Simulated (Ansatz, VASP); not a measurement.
**One calculation of GaP, two programs**

The input POSCAR:

```
GaP
1.0
    0.0000000000      2.8344152589      2.8344152589
    2.8344152589      0.0000000000      2.8344152589
    2.8344152589      2.8344152589      0.0000000000
Ga P
1 1
Direct
    0.0000000000      0.0000000000      0.0000000000
    0.2500000000      0.2500000000      0.2500000000
```

File INCAR.step1:

```
SYSTEM = GaP
  PREC = Accurate
  ENCUT = 520
  EDIFF = 1E-5
  ISMEAR = 0
  SIGMA = 0.01
  LREAL = .FALSE.
  LASPH = .TRUE.
  NELM = 80
  ALGO = Normal
  ISIF = 2
  LWAVE = .TRUE.
  LCHARG = .FALSE.
  GGA = PE
  NBANDS = 16
```

INCAR.step2

```
SYSTEM = GaP
  PREC = Accurate
  ENCUT = 520
  EDIFF = 1E-7
  ISMEAR = 0
  SIGMA = 0.01
  LREAL = .FALSE.
  LASPH = .TRUE.
  NELM = 80
  ALGO = Normal
  ISIF = 2
  LWAVE = .FALSE.
  LCHARG = .FALSE.
  GGA = PE
  LHFCALC = .TRUE.
  HFSCREEN = 0.2079
  PRECFOCK = Normal
  ISTART = 1
  NBANDS = 16
```

The input KPOINTS:

```
regular mesh
0
G
  6 6 6
  0 0 0
```

Input for Ansatz:

```yaml
crystal:
  lattice:
    - [0.0, 2.8344152589, 2.8344152589]
    - [2.8344152589, 0.0, 2.8344152589]
    - [2.8344152589, 2.8344152589, 0.0]
  atoms:
    - { symbol: Ga, position: [0.0, 0.0, 0.0] }
    - { symbol: P, position: [0.25, 0.25, 0.25] }
kpoints:
  mp_grid: { grid: [6, 6, 6] }
  band_path:
    path:
      - [0.0, 0.0, 0.0]
      - [-0.5, -0.5, 0.0]
      - [-0.375, -0.375, 0.25]
      - [-0.375, 0.0, 0.375]
      - [0.0, 0.0, 0.5]
      - [-0.5, -0.25, 0.25]
    npoints: 1
hamiltonian:
  xc: hse06
scf:
  occupations: { method: fixed }
  n_extra_bands: 4
output:
  forces: true
  stress: true
  eigenvalues: true
  write_density: true
  write_potential: true
  elf: true
  volumetric_format: npy
```

Change from the starting cell: hydrostatic strain +4.0%.

Alike in both runs: task single point; functional HSE06; k mesh 6 × 6 × 6; no spin polarisation.

```csv
,VASP,Ansatz
version,VASP 6.6.1,Ansatz 0.2.0
potentials or method,"VASP PAW PBE potentials, release 64 (Ga_d, P)","plane waves, PAW"
plane-wave cutoff (eV),520,420
occupations,"gaussian, width 0.01 eV",fixed
valence electrons in the cell,18,18
```

```tsv
	VASP	Ansatz	Ansatz less VASP
gap on the k mesh at the Fermi level (eV)	1.74	1.75	+0.009
pressure (GPa)	-7.7	-7.6	+0.09
```

Ansatz's warnings: stress exchange threshold loose, stress scf threshold loose.
